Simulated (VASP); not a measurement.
# KIr3 in VASP: notebook

Runs on KIr3. Level: PBE. Tasks: single point, relaxation of cell and atoms.

Everything below comes from runs of VASP 6.6.1. Logs are shortened: lines on timing, memory, paths and dates and some standing lists are left out, and cuts for length are marked.

## 1. The cell of the first run

The typed cell holds 4 atoms: a = 4.073 Å, b = 4.073 Å, c = 4.070 Å, α = 90.00°, β = 90.00°, γ = 90.00°.

## 2. Single point, PBE

INCAR reads:

```
SYSTEM = KIr3
PREC = Accurate ; ENCUT = 520
EDIFF = 1E-6 ; ISMEAR = 0
SIGMA = 0.1 ; LREAL = .False.
LASPH = .True. ; NELM = 100
ALGO = Normal ; ISIF = 2
LWAVE = .False. ; LCHARG = .False.
GGA = PE ; NBANDS = 26
```

KPOINTS reads:

```
regular mesh
0
Gamma
  4 4 4
  0 0 0
```

POSCAR reads:

```
KIr3
1.0
    4.0728832086      0.0000000000      0.0000000000
    0.0000000000      4.0728832086      0.0000000000
    0.0000000000      0.0000000000      4.0702720217
K Ir
1 3
Direct
    0.0000000000      0.0000000000      0.0000000000
    0.0000000000      0.5000000000      0.5000000000
    0.5000000000      0.0000000000      0.5000000000
    0.5000000000      0.5000000000      0.0000000000
```

Potentials or basis: VASP PAW PBE potentials, release 64 (K_sv, Ir).

The run is started by

```
cat potpaw_PBE.64/K_sv/POTCAR potpaw_PBE.64/Ir/POTCAR > POTCAR
mpirun -np 1 vasp_std > vasp.out
```

OUTCAR:

```text
SYSTEM = KIr3
   PREC = Accurate
   ENCUT = 520
   EDIFF = 1E-6
   ISMEAR = 0
   LREAL = .False.
   LASPH = .True.
   NELM = 100
   ISIF = 2
   GGA = PE

 ion  position               nearest neighbor table
   1  0.000  0.000  0.000-   2 2.88   3 2.88   2 2.88   3 2.88   2 2.88   2 2.88   3 2.88   3 2.88
                             4 2.88   4 2.88   4 2.88   4 2.88
   2  0.000  0.500  0.500-   1 2.88   4 2.88   1 2.88   4 2.88   1 2.88   1 2.88   4 2.88   4 2.88
                             3 2.88   3 2.88   3 2.88   3 2.88
   3  0.500  0.000  0.500-   1 2.88   4 2.88   1 2.88   4 2.88   4 2.88   4 2.88   1 2.88   1 2.88
                             2 2.88   2 2.88   2 2.88   2 2.88
   4  0.500  0.500  0.000-   2 2.88   3 2.88   2 2.88   3 2.88   3 2.88   3 2.88   2 2.88   2 2.88
                             1 2.88   1 2.88   1 2.88   1 2.88

  LATTYP: Found a simple tetragonal cell.
 ALAT       =     4.0728832086
 C/A-ratio  =     0.9993588849

  Lattice vectors:

 A1 = (   4.0728832086,   0.0000000000,   0.0000000000)
 A2 = (   0.0000000000,   4.0728832086,   0.0000000000)
 A3 = (   0.0000000000,   0.0000000000,   4.0702720217)

Analysis of symmetry for initial positions (statically):
=====================================================================
 Subroutine PRICEL returns:
 Original cell was already a primitive cell.

 Routine SETGRP: Setting up the symmetry group for a
 simple tetragonal supercell.

 Subroutine GETGRP returns: Found 16 space group operations
 (whereof 16 operations were pure point group operations)
 out of a pool of 16 trial point group operations.

The static configuration has the point symmetry D_4h.

Analysis of symmetry for dynamics (positions and initial velocities):
=====================================================================
 Subroutine PRICEL returns:
 Original cell was already a primitive cell.

 Routine SETGRP: Setting up the symmetry group for a
 simple tetragonal supercell.

 Subroutine GETGRP returns: Found 16 space group operations
 (whereof 16 operations were pure point group operations)
 out of a pool of 16 trial point group operations.

The dynamic configuration has the point symmetry D_4h.

 Subroutine INISYM returns: Found 16 space group operations
 (whereof 16 operations are pure point group operations),
 and found     1 'primitive' translations

----------------------------------------------------------------------------------------

                                     Primitive cell

  volume of cell :      67.5192

  direct lattice vectors                    reciprocal lattice vectors
     4.072883209  0.000000000  0.000000000     0.245526314  0.000000000  0.000000000
     0.000000000  4.072883209  0.000000000     0.000000000  0.245526314  0.000000000
     0.000000000  0.000000000  4.070272022     0.000000000  0.000000000  0.245683825

  length of vectors
     4.072883209  4.072883209  4.070272022     0.245526314  0.245526314  0.245683825

  position of ions in fractional coordinates (direct lattice)
     0.000000000  0.000000000  0.000000000
     0.000000000  0.500000000  0.500000000
     0.500000000  0.000000000  0.500000000
     0.500000000  0.500000000  0.000000000

  ion indices of the primitive-cell ions
   primitive index   ion index
                 1           1
                 2           2
                 3           3
                 4           4

----------------------------------------------------------------------------------------

 KPOINTS: regular mesh

Automatic generation of k-mesh.
 Grid dimensions read from file:
 generate k-points for:    4    4    4

 Generating k-lattice:

  Cartesian coordinates                     Fractional coordinates (reciprocal lattice)
     0.061381578  0.000000000  0.000000000     0.250000000  0.000000000  0.000000000
     0.000000000  0.061381578  0.000000000     0.000000000  0.250000000  0.000000000
     0.000000000  0.000000000  0.061420956     0.000000000  0.000000000  0.250000000

  Length of vectors
     0.061381578  0.061381578  0.061420956

  Shift w.r.t. Gamma in fractional coordinates (k-lattice)
     0.000000000  0.000000000  0.000000000

 Subroutine IBZKPT returns following result:
 ===========================================

 Found     18 irreducible k-points:

 Following reciprocal coordinates:
            Coordinates               Weight
  0.000000  0.000000  0.000000      1.000000
  0.250000  0.000000  0.000000      4.000000
  0.500000  0.000000  0.000000      2.000000
  0.250000  0.250000  0.000000      4.000000
  0.500000  0.250000  0.000000      4.000000
  0.500000  0.500000  0.000000      1.000000
[... 10 lines left out ...]
  0.500000  0.250000  0.500000      4.000000
  0.500000  0.500000  0.500000      1.000000
   k-points           NKPTS =     18   k-points in BZ     NKDIM =     18   number of bands    NBANDS=     26
   number of dos      NEDOS =    301   number of ions     NIONS =      4
   total plane-waves  NPLWV =  27000
   dimension x,y,z NGX =    30 NGY =   30 NGZ =   30
   dimension x,y,z NGXF=    60 NGYF=   60 NGZF=   60
   ions per type =               1   3
   NGX,Y,Z   is equivalent  to a cutoff of  12.25, 12.25, 12.25 a.u.
   NGXF,Y,Z  is equivalent  to a cutoff of  24.49, 24.49, 24.51 a.u.
 SYSTEM =  KIr3
   PREC   = accura    normal or accurate (medium, high low for compatibility)
   ISTART =      0    job   : 0-new  1-cont  2-samecut
   ICHARG =      2    charge: 1-file 2-atom 10-const
   ISPIN  =      1    spin polarized calculation?
   LNONCOLLINEAR =      F non collinear calculations
   LSORBIT =      F    spin-orbit coupling
   LASPH  =      T    aspherical Exc in radial PAW
   ENCUT  =  520.0 eV  38.22 Ry    6.18 a.u.   7.57  7.57  7.57*2*pi/ulx,y,z
   NELM   =    100;   NELMIN=  2; NELMDL= -5     # of ELM steps
   EDIFF  = 0.1E-05   stopping-criterion for ELM
   LREAL  =      F    real-space projection
   EDIFFG = 0.1E-04   stopping-criterion for IOM
   NSW    =      0    number of steps for IOM
   IBRION =     -1    ionic relax: 0-MD 1-quasi-New 2-CG
   NFREE  =      0    steps in history (QN), initial steepest desc. (CG)
   ISIF   =      2    stress and relaxation
   ISYM   =      2    0-nonsym 1-usesym 2-fastsym
   POTIM  = 0.5000    time-step for ionic-motion
   TEBEG  =    0.0;   TEEND  =   0.0 temperature during run
   PSTRESS=    0.0 pullay stress
   NELECT =      36.0000    total number of electrons
   NUPDOWN=      -1.0000    fix difference up-down
   EMIN   =  10.00;   EMAX   =-10.00  energy-range for DOS
   EFERMI =   0.00;   METHOD = LEGACY
   ISMEAR =     0;   SIGMA  =   0.10  broadening in eV -4-tet -1-fermi 0-gaus
   EFERMI_NEDOS =   21; number of points for ismear=-14 and -15
   IALGO  =     38    algorithm
   IMIX   =      4    mixing-type and parameters
     AMIX     =   0.40;   BMIX     =  1.00
     AMIX_MAG =   1.60;   BMIX_MAG =  1.00
  volume/ion in A,a.u.               =      16.88       113.91
  Fermi-wavevector in a.u.,A,eV,Ry     =   1.327496  2.508604 23.976807  1.762246
  Thomas-Fermi vector in A             =   2.456804
   LORBIT       =      0    0 simple, 1 ext, 2 COOP (PROOUT), +10 PAW based schemes
   GGA     = PE    functional components
   LHFCALC =     F    Hartree Fock is set to
   AEXX    =    0.0000 exact exchange contribution
   IVDW    =     0    specifies the selected vdW correction
   LEPSILON=     F    determine dielectric tensor
   LRPA    =     F    only Hartree local field effects (RPA)
 non-spin polarized calculation
 Gauss-broadening in eV      SIGMA  =   0.10
  energy-cutoff  :      520.00
  volume of cell :       67.52
 maximum number of plane-waves:      1856
   NGX = 15   NGY = 15   NGZ = 15

 number of electron      35.9999995 magnetization

 Free energy of the ion-electron system (eV)
  ---------------------------------------------------
  ext. energy  EPLUGINS =         0.00000000
  ---------------------------------------------------
  free energy    TOTEN  =       -22.54334422 eV

  energy without entropy =      -22.51800227  energy(sigma->0) =      -22.53067324

 E-fermi :   5.7984     XC(G=0): -12.3898

 val. band max:        5.7091646641   @ k =   0.5000   0.2500   0.5000
 cond. band min:       5.8005351593   @ k =   0.5000   0.5000   0.0000
 fundamental gap:      0.0913704953
 Fermi energy:         5.7984217048

 k-point     1 :       0.0000    0.0000    0.0000
  band No.  band energies     occupation
      1     -22.3091      2.00000
      2      -6.0673      2.00000
      3      -6.0673      2.00000
      4      -6.0668      2.00000
      5      -1.5723      2.00000
      6       1.4452      2.00000
[... 18 lines left out ...]
     25      12.7218      0.00000
     26      17.4217      0.00000

 k-point     2 :       0.2500    0.0000    0.0000
  band No.  band energies     occupation
      1     -22.2930      2.00000
      2      -6.3972      2.00000
      3      -6.1201      2.00000
      4      -6.1197      2.00000
      5      -0.7579      2.00000
      6       1.7922      2.00000
[... 18 lines left out ...]
     25      14.4826      0.00000
     26      14.7638      0.00000

 k-point     3 :       0.5000    0.0000    0.0000
  band No.  band energies     occupation
      1     -22.2769      2.00000
      2      -6.6809      2.00000
      3      -6.1713      2.00000
      4      -6.1711      2.00000
      5       0.4488      2.00000
      6       2.0364      2.00000
[... 18 lines left out ...]
     25      13.3271      0.00000
     26      14.7467      0.00000

 k-point     4 :       0.2500    0.2500    0.0000
  band No.  band energies     occupation
      1     -22.2813      2.00000
      2      -6.4375      2.00000
      3      -6.2845      2.00000
      4      -6.1652      2.00000
      5      -0.1024      2.00000
      6       2.0907      2.00000
[... 18 lines left out ...]
     25      14.4258      0.00000
     26      14.5372      0.00000

 k-point     5 :       0.5000    0.2500    0.0000
  band No.  band energies     occupation
      1     -22.2696      2.00000
      2      -6.5803      2.00000
      3      -6.3290      2.00000
      4      -6.2096      2.00000
      5       0.9809      2.00000
      6       2.3132      2.00000
[... 18 lines left out ...]
     25      14.2644      0.00000
     26      15.2999      0.00000

 k-point     6 :       0.5000    0.5000    0.0000
  band No.  band energies     occupation
      1     -22.2623      2.00000
      2      -6.4772      2.00000
      3      -6.4772      2.00000
      4      -6.2475      2.00000
      5       2.0799      2.00000
      6       2.0799      2.00000
[... 253 lines left out ...]
 k-point    15 :       0.5000    0.0000    0.5000
  band No.  band energies     occupation
      1     -22.2623      2.00000
      2      -6.4777      2.00000
      3      -6.4765      2.00000
      4      -6.2477      2.00000
      5       2.0767      2.00000
      6       2.0782      2.00000
[... 18 lines left out ...]
     25      13.1063      0.00000
     26      15.4691      0.00000

 k-point    16 :       0.2500    0.2500    0.5000
  band No.  band energies     occupation
      1     -22.2665      2.00000
      2      -6.4801      2.00000
      3      -6.3601      2.00000
      4      -6.2245      2.00000
      5       0.9388      2.00000
      6       1.6994      2.00000
[... 18 lines left out ...]
     25      12.2567      0.00000
     26      14.3426      0.00000

 k-point    17 :       0.5000    0.2500    0.5000
  band No.  band energies     occupation
      1     -22.2635      2.00000
      2      -6.3753      2.00000
      3      -6.3742      2.00000
      4      -6.2574      2.00000
      5       1.1828      2.00000
      6       1.2830      2.00000
[... 18 lines left out ...]
     25      12.0378      0.00000
     26      12.6685      0.00000

 k-point    18 :       0.5000    0.5000    0.5000
  band No.  band energies     occupation
      1     -22.2648      2.00000
      2      -6.2676      2.00000
      3      -6.2667      2.00000
      4      -6.2667      2.00000
      5       0.7344      2.00000
      6       0.7344      2.00000
[... 18 lines left out ...]
     25      10.5768      0.00000
     26      10.5823      0.00000

------------------------ aborting loop because EDIFF is reached ----------------------------------------

  FORCE on cell =-STRESS in cart. coord.  units (eV):
  Direction    XX          YY          ZZ          XY          YZ          ZX
  --------------------------------------------------------------------------------------
  -------------------------------------------------------------------------------------
  Total        0.2288785      0.2288785      0.2606614      0.0000000      0.0000000      0.0000000
  in kB        5.4311055      5.4311055      6.1852890      0.0000000      0.0000000      0.0000000
  external PRESSURE =       5.6825000 kB  Pullay stress =       0.0000000 kB

 VOLUME and BASIS-vectors are now :
 -----------------------------------------------------------------------------
  energy-cutoff  :      520.00
  volume of cell :       67.52
      direct lattice vectors                 reciprocal lattice vectors
     4.072883209  0.000000000  0.000000000     0.245526314  0.000000000  0.000000000
     0.000000000  4.072883209  0.000000000     0.000000000  0.245526314  0.000000000
     0.000000000  0.000000000  4.070272022     0.000000000  0.000000000  0.245683825

 POSITION                                       TOTAL-FORCE (eV/Angst)
 -----------------------------------------------------------------------------------
      0.00000      0.00000      0.00000         0.000000      0.000000      0.000000
      0.00000      2.03644      2.03514         0.000000      0.000000      0.000000
      2.03644      0.00000      2.03514         0.000000      0.000000      0.000000
      2.03644      2.03644      0.00000         0.000000      0.000000      0.000000
 -----------------------------------------------------------------------------------
    total drift:                                0.000000      0.000000     -0.000000

  FREE ENERGIE OF THE ION-ELECTRON SYSTEM (eV)
  ---------------------------------------------------
  free  energy   TOTEN  =       -22.5433442173 eV

  energy  without entropy=      -22.5180022660  energy(sigma->0) =      -22.53067324
```

Wall time 34 s (1 thread of Oxide Virtual Turin-like, shared host); peak memory 0.15 GiB.

What came out:

| Property | Result |
| --- | --- |
| Free energy | -22.5433 eV |
| Pressure | 0.6 GPa |
| Band gap on the k mesh | zero (band 18 reaches 7.62 eV, above the bottom of band 19 at 5.50 eV) |

Caveat: the k points lie up to 0.39 Å⁻¹ apart; spin-orbit coupling is left out, which moves the levels of the heavy elements.

## 3. Single point, PBE

This run uses another cell than the first one, of 16.83 Å³/atom, 0.997 times its volume.

INCAR reads:

```
ALGO     = Fast           # electronic algorithm
EDIFF    = 1E-6           # SCF threshold, eV
ENCUT    = 520            # plane-wave cutoff, eV
GGA      = PE             # functional
ISIF     = 2              # what is computed and relaxed
ISMEAR   = 0              # smearing method
LASPH    = T              # aspherical terms in the spheres
LCHARG   = F              # write CHGCAR
LREAL    = F              # projectors in reciprocal space
LWAVE    = F              # write WAVECAR
NBANDS   = 26             # bands
NELM     = 100            # most SCF steps
PREC     = Accurate       # precision mode
SIGMA    = 0.1            # smearing width, eV
```

KPOINTS reads:

```
k-points
0
Gamma
  12 12 12
```

POSCAR reads:

```
KIr3
1.0
    4.0681781388      0.0000000000      0.0000000000
    0.0000000000      4.0681781388      0.0000000000
    0.0000000000      0.0000000000      4.0681781388
K Ir
1 3
Direct
    0.0000000000      0.0000000000      0.0000000000
    0.0000000000      0.5000000000      0.5000000000
    0.5000000000      0.0000000000      0.5000000000
    0.5000000000      0.5000000000      0.0000000000
```

Potentials or basis: VASP PAW PBE potentials, release 64 (K_sv, Ir).

The run is started by

```
cat potpaw_PBE.64/K_sv/POTCAR potpaw_PBE.64/Ir/POTCAR > POTCAR
mpirun -np 1 vasp_std > vasp.out
```

It took 3.5 min on 1 thread of Oxide Virtual Turin-like, shared host; peak memory 0.22 GiB.

Results (log left out):

```yaml
Free_energy: -22.5941 eV
Pressure: 0.7 GPa
Band_gap_on_the_k_mesh: zero (band 18 reaches 7.65 eV, above the bottom of band 19 at 5.51 eV)
```

Levels at points of the mesh, in eV from the Fermi level:
```
           k point  band 14  band 15  band 16  band 17  band 18  band 19  band 20  band 21  band 22  band 23
(0.00, 0.00, 0.00)    -0.90     0.38     0.38     1.48     1.84     1.84     1.84     4.26     4.26     4.26
(0.50, 0.00, 0.00)    -1.60    -1.21    -0.89    -0.49    -0.26    -0.26     0.56     1.85     5.53     5.53
(0.50, 0.50, 0.00)    -1.48    -1.29    -1.00    -0.89    -0.89    -0.29     0.03     1.64     3.44     3.44
(0.50, 0.50, 0.50)    -1.17    -0.24    -0.24     0.20     1.45     1.45     1.45     3.38     3.38     3.38
```

Caveat: spin-orbit coupling is left out, which moves the levels of the heavy elements.

## 4. Relaxation of cell and atoms, PBE

This run uses another cell than the first one, of 18.38 Å³/atom, 1.089 times its volume.

INCAR reads:

```
SYSTEM = KIr3
PREC     = Accurate       ! precision mode
ENCUT    = 600            ! plane-wave cutoff, eV
EDIFF    = 1E-6           ! SCF threshold, eV
ISMEAR   = 0              ! smearing method
SIGMA    = 0.1            ! smearing width, eV
LREAL    = .FALSE.        ! projectors in reciprocal space
LASPH    = .TRUE.         ! aspherical terms in the spheres
NELM     = 80             ! most SCF steps
ALGO     = Normal         ! electronic algorithm
ISIF     = 3              ! what is computed and relaxed
LWAVE    = .FALSE.        ! write WAVECAR
LCHARG   = .FALSE.        ! write CHGCAR
GGA      = PE             ! functional
IBRION   = 2              ! ionic algorithm
NSW      = 90             ! ionic steps
EDIFFG   = -0.04          ! ionic threshold
```

KPOINTS reads:

```
Automatic mesh
0
G
  4 4 4
  0 0 0
```

POSCAR reads:

```
KIr3
1.0
    4.2033916559      0.0000000000      0.0000000000
    0.0000000000      4.2033916559      0.0000000000
    0.0000000000      0.0000000000      4.1601866564
K Ir
1 3
Direct
    0.0000000000      0.0000000000      0.0000000000
    0.0000000000      0.5000000000      0.5000000000
    0.5000000000      0.0000000000      0.5000000000
    0.5000000000      0.5000000000      0.0000000000
```

The run is started by

```
cat potpaw_PBE.64/K_sv/POTCAR potpaw_PBE.64/Ir/POTCAR > POTCAR
mpirun -np 1 vasp_std > vasp.out
```

It took 3.6 min on 1 thread of Oxide Virtual Turin-like, shared host; peak memory 0.19 GiB.

The run converged. Its results:

| Property | Result |
| --- | --- |
| Free energy | -22.5439 eV |
| Relaxed volume | 16.97 Å³/atom |
| Relaxed cell | a = 4.084 Å, b = 4.084 Å, c = 4.070 Å, α = 90.00°, β = 90.00°, γ = 90.00° |
| Space group after relaxing (to 0.05 Å) | Pm-3m (No. 221) |
| Energy gained by relaxing | 49.9 meV/atom |
| Ionic steps | 6 |
| Pressure after relaxing | -0.2 GPa |
| Band gap on the k mesh | zero (band 18 reaches 7.53 eV, above the bottom of band 19 at 5.43 eV) |

Stress tensor (GPa, compression positive):
```
-0.36  0.00  0.00
 0.00 -0.36  0.00
 0.00  0.00  0.05
```

Step by step:
```tsv
step	energy change (eV)	largest force (eV/Å)	pressure (GPa)	volume (Å³)
1	0.0000	0.0000	-10.20	73.50
2	0.1144	0.0000	18.33	61.75
3	-0.1987	0.0000	-0.24	67.88
4	-0.1988	0.0000	-0.01	67.77
5	-0.1987	0.0000	0.24	67.66
6	-0.1995	0.0000	-0.23	67.89
```

Final structure:
```
CELL_PARAMETERS angstrom
4.08425 0.00000 0.00000
0.00000 4.08425 0.00000
0.00000 0.00000 4.06957
ATOMIC_POSITIONS crystal
K 0.00000 0.00000 0.00000
Ir 0.00000 0.50000 0.50000
Ir 0.50000 0.00000 0.50000
Ir 0.50000 0.50000 0.00000
```

Levels at points of the mesh, in eV from the Fermi level:
| k point | band 14 | band 15 | band 16 | band 17 | band 18 | band 19 | band 20 | band 21 | band 22 |
| --- | --- | --- | --- | --- | --- | --- | --- | --- | --- |
| (0.00, 0.00, 0.00) | -0.90 | 0.35 | 0.38 | 1.43 | 1.79 | 1.81 | 1.81 | 4.19 | 4.19 |
| (0.50, 0.00, 0.00) | -1.60 | -1.21 | -0.92 | -0.51 | -0.28 | -0.28 | 0.55 | 1.82 | 5.48 |
| (0.50, 0.50, 0.00) | -1.48 | -1.29 | -1.03 | -0.89 | -0.89 | -0.31 | 0.00 | 1.63 | 3.35 |
| (0.00, 0.00, 0.50) | -1.60 | -1.19 | -0.89 | -0.50 | -0.28 | -0.28 | 0.53 | 1.79 | 5.48 |
| (0.50, 0.00, 0.50) | -1.50 | -1.28 | -1.01 | -0.90 | -0.88 | -0.29 | 0.01 | 1.61 | 3.39 |
| (0.50, 0.50, 0.50) | -1.16 | -0.27 | -0.25 | 0.21 | 1.41 | 1.41 | 1.42 | 3.31 | 3.31 |

Caveat: the k points lie up to 0.39 Å⁻¹ apart in the final cell; spin-orbit coupling is left out, which moves the levels of the heavy elements.

(Part 1 of 2 ends here.)
